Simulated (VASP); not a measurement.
Write the native input for VASP 6.6.1 that does the following.

* Task: single point
* Functional: PBE
* Potentials or basis: VASP PAW PBE potentials, release 64 (Cr_pv)
* Cutoff: 500 eV
* k mesh: 5 × 5 × 5
* Occupations: fermi-dirac, width 0.05 eV
* Spin: collinear spin, antiferromagnetic start
* Starting moments: [1.0, -1.0] μB
* Dipole correction: no
* Further INCAR settings: ALGO = Normal; EDIFF = 1e-06; NBANDS = 23

The structure of Cr lies in POSCAR:

```
Cr
1.0
    2.9630610525      0.0000000000      0.0000000000
    0.0000000000      2.9630610525      0.0000000000
    0.0000000000      0.0000000000      2.9630610525
Cr
2
Direct
    0.0000000000      0.0000000000      0.0000000000
    0.5000000000      0.5000000000      0.5000000000
```

These files were run (other wordings do the same):

INCAR

```
  PREC = Accurate
  ENCUT = 500
  EDIFF = 1E-6
  ISMEAR = -1
  SIGMA = 0.05
  LREAL = False
  LASPH = True
  NELM = 200
  ALGO = Normal
  ISIF = 2
  LWAVE = False
  LCHARG = False
  ISPIN = 2
  MAGMOM = 1 -1
  LORBIT = 11
  LMAXMIX = 4
  GGA = PE
  NBANDS = 23
  GGA_COMPAT = False
```

KPOINTS

```
Automatic mesh
0
Gamma
  5 5 5
```

Potentials or basis: VASP PAW PBE potentials, release 64 (Cr_pv).

Command:

```bash
$ cat potpaw_PBE.64/Cr_pv/POTCAR > POTCAR
$ mpirun -np 1 vasp_std > vasp.out
```

Results of the run:

```yaml
Pressure: -12.1 GPa
Band_gap_on_the_k_mesh: zero (filled and empty bands overlap)
Net_moment: 0.00 μB per cell
Site_moments: Cr +1.83, -1.83 μB
Valence_electrons_inside_the_program's_atomic_spheres: Cr 10.83
```

Caveat: the k points lie up to 0.42 Å⁻¹ apart.

Wall time 12 s on 1 thread of Intel Xeon 6975P-C, on a shared host, peak memory 0.14 GiB.
